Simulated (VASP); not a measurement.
A run of VASP 6.6.1 is set up as follows.

The input INCAR:

```
SYSTEM = Al
PREC = Accurate ; ENCUT = 520
EDIFF = 1E-6 ; ISMEAR = 0
SIGMA = 0.1 ; LREAL = .False.
LASPH = .True. ; NELM = 80
ALGO = Normal ; ISIF = 2
LWAVE = .False. ; LCHARG = .False.
GGA = PE ; NBANDS = 22
```

Contents of KPOINTS:

```
regular mesh
0
Gamma
  8 8 8
  0 0 0
```

Contents of POSCAR:

```
Al
1.0
   -3.6176380407      3.6176380407      3.6176380407
    3.6176380407     -3.6176380407      3.6176380407
    3.6176380407      3.6176380407     -3.6176380407
Al
8
Direct
    0.2500000000      0.2500000000      0.2500000000
    0.5000000000      0.0000000000      0.2500000000
    0.0000000000      0.2500000000      0.5000000000
    0.2500000000      0.5000000000      0.0000000000
    0.7500000000      0.7500000000      0.7500000000
    0.5000000000      0.0000000000      0.7500000000
    0.0000000000      0.7500000000      0.5000000000
    0.7500000000      0.5000000000      0.0000000000
```

Potentials or basis: VASP PAW PBE potentials, release 64 (Al).

Launch:

```console
$ cat potpaw_PBE.64/Al/POTCAR > POTCAR
$ mpirun -np 1 vasp_std > vasp.out
```

(1) What does it give for the pressure?

(2) Predict the band gap on the k mesh.

Answers

(1) 0.0 GPa.

(2) zero (bands 12 and 13 overlap by 2.54 eV).
